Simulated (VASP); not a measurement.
# Y: single point with RPBE

Crystal: Y.

```
CELL_PARAMETERS angstrom
0.00000 2.49927 2.49927
2.49927 0.00000 2.49927
2.49927 2.49927 0.00000
ATOMIC_POSITIONS crystal
Y 0.00000 0.00000 0.00000
```

This cell differs from its parent crystal: volume scaled by 0.92.

```json
{
 "Program": "VASP 6.6.1",
 "Task": "single point",
 "Functional": "RPBE",
 "Potentials or basis": "VASP PAW PBE potentials, release 64 (Y_sv)",
 "Cutoff": "520 eV",
 "k mesh": "12 × 12 × 12",
 "Occupations": "fermi-dirac, width 0.1 eV",
 "Spin": "no spin polarisation"
}
```

- Pressure: 3.3 GPa

Levels at points of the mesh, in eV from the Fermi level:
```csv
k point,band 1,band 2,band 3,band 4,band 5,band 6,band 7,band 8,band 9,band 10
"(0.00, 0.00, 0.00)",-42.62,-22.29,-22.29,-22.29,-4.81,1.85,1.85,1.85,3.96,3.96
"(0.50, 0.00, 0.00)",-42.54,-22.93,-22.37,-22.37,-2.01,0.71,1.67,1.67,5.48,5.48
"(0.50, 0.50, 0.00)",-42.51,-22.89,-22.51,-22.51,-1.84,-0.94,2.24,5.50,5.91,5.91
```

Wall time 24 s on 1 thread of Intel(R) Xeon(R) Platinum 8488C (Sapphire Rapids), on a shared host, peak memory 0.19 GiB.

Caveat: the PAW data sets were made with another functional, which shifts forces and pressure a little.
